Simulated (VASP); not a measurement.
Write the native input for VASP 6.6.1 that does the following.

* Task: single point
* Functional: PBE
* Potentials or basis: VASP PAW PBE potentials, release 64 (Al, N)
* Cutoff: 600 eV
* k mesh: 10 × 10 × 10
* Occupations: gaussian, width 0.02 eV
* Spin: no spin polarisation
* Dipole correction: no
* Further INCAR settings: ALGO = Normal; EDIFF = 1e-06; NBANDS = 11

The structure of AlN (b) lies in POSCAR:

```
AlN
1.0
    0.0000000000      2.2015870932      2.2015870932
    2.2015870932      0.0000000000      2.2015870932
    2.2015870932      2.2015870932      0.0000000000
Al N
1 1
Direct
    0.0000000000      0.0000000000      0.0000000000
    0.2500000000      0.2500000000      0.2500000000
```

One way to write it, as run:

INCAR

```
  ALGO = Normal
  EDIFF = 1E-6
  ENCUT = 600
  GGA = PE
  GGA_COMPAT = F
  ISIF = 2
  ISMEAR = 0
  LASPH = T
  LCHARG = F
  LREAL = F
  LWAVE = F
  NBANDS = 11
  NELM = 120
  PREC = Accurate
  SIGMA = 0.02
```

KPOINTS

```
k-points
0
Gamma
  10 10 10
```

Potentials or basis: VASP PAW PBE potentials, release 64 (Al, N).

The run is started by

```console
$ cat potpaw_PBE.64/Al/POTCAR potpaw_PBE.64/N/POTCAR > POTCAR
$ mpirun -np 1 vasp_std > vasp.out
```

Results of the run:

```json
{
 "Pressure": "-0.4 GPa",
 "Band gap on the k mesh": "3.31 eV, indirect (least direct gap 3.98 eV)"
}
```

Run time: 15 s on 1 thread of Intel(R) Xeon(R) Platinum 8559C (Emerald Rapids), with other jobs on the host, peak memory 0.15 GiB.
